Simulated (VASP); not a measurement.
A run of VASP 6.6.1:

The input INCAR:

```
ALGO = Normal
EDIFF = 1E-7
EDIFFG = -0.08
ENCUT = 500
GGA = PE
GGA_COMPAT = F
IBRION = 2
ISIF = 3
ISMEAR = 0
LASPH = T
LCHARG = F
LREAL = F
LWAVE = F
NELM = 120
NELMIN = 4
NSW = 36
PREC = Accurate
SIGMA = 0.2
```

Contents of KPOINTS:

```
k-points
0
Gamma
  4 4 3
```

POSCAR

```
Al3B2W
1.0
    2.9015055400     -3.0074000500      0.0000000000
    2.9015055400      3.0074000500      0.0000000000
    0.0000000000      0.0000000000      4.9576499200
Al B W
3 2 1
Direct
    0.0000000000      0.5000000000      0.0000000000
    0.5000000000      0.0000000000      0.0000000000
    0.5000000000      0.5000000000      0.0000000000
    0.0000000000      0.5000000000      0.5000000000
    0.5000000000      0.0000000000      0.5000000000
    0.0000000000      0.0000000000      0.0000000000
```

Potentials or basis: VASP PAW PBE potentials, release 64 (Al, B, W_sv).

Command:

```console
$ cat potpaw_PBE.64/Al/POTCAR potpaw_PBE.64/B/POTCAR potpaw_PBE.64/W_sv/POTCAR > POTCAR
$ mpirun -np 1 vasp_std > vasp.out
```

Hardware: 1 thread of Intel(R) Xeon(R) Platinum 8259CL CPU @ 2.50GHz (Skylake/Cascade Lake), with other jobs on the host.

Task: Estimate the wall time of this run.

Result: Run time: 8.2 min on 1 thread of Intel(R) Xeon(R) Platinum 8259CL CPU @ 2.50GHz (Skylake/Cascade Lake), with other jobs on the host, peak memory 0.2 GiB. Counts: scf iterations 287, k points 14, ion steps 26.
